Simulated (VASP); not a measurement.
Input of a VASP 6.6.1 run:

The input INCAR:

```
SYSTEM = CoSi2
PREC     = Accurate       ! precision mode
ENCUT    = 520            ! plane-wave cutoff, eV
EDIFF    = 1E-7           ! SCF threshold, eV
ISMEAR   = 0              ! smearing method
SIGMA    = 0.15           ! smearing width, eV
LREAL    = .FALSE.        ! projectors in reciprocal space
LASPH    = .TRUE.         ! aspherical terms in the spheres
NELM     = 100            ! most SCF steps
ALGO     = Normal         ! electronic algorithm
ISIF     = 2              ! what is computed and relaxed
LWAVE    = .FALSE.        ! write WAVECAR
LCHARG   = .FALSE.        ! write CHGCAR
GGA      = PE             ! functional
NBANDS   = 16             ! bands
```

Contents of KPOINTS:

```
regular mesh
0
G
  12 12 12
  0 0 0
```

POSCAR

```
CoSi2
1.0
    0.0000000000      2.6799390576      2.6799390576
    2.6799390576      0.0000000000      2.6799390576
    2.6799390576      2.6799390576      0.0000000000
Co Si
1 2
Direct
   -0.0219664924      0.0215305902      0.0151799021
    0.2681126890      0.2411184114      0.2310887076
    0.7538538034      0.7373509984      0.7537313903
```

Potentials or basis: VASP PAW PBE potentials, release 64 (Co, Si).

Run with:

```sh
$ cat potpaw_PBE.64/Co/POTCAR potpaw_PBE.64/Si/POTCAR > POTCAR
$ mpirun -np 1 vasp_std > vasp.out
```

Task: Estimate the largest force.

Result: 1.817 eV/Å.

Task: What does it give for the pressure?

Result: 1.9 GPa.

Task: Estimate the band gap on the k mesh.

Result: Zero (an odd number of electrons rules out a gap without spin polarisation).

Forces in eV/Å, atoms in the order of the input:
```
Co  -1.750  0.491 -0.013
Si   1.144 -0.135 -0.350
Si   0.606 -0.356  0.362
```

Caveat: the cell differs from its parent crystal (atoms moved at random); an odd number of electrons without spin polarisation forces a metal; a magnetic or distorted state may lie lower. Spin polarisation is off, so any magnetic state and its effect on volume and gap are missing.
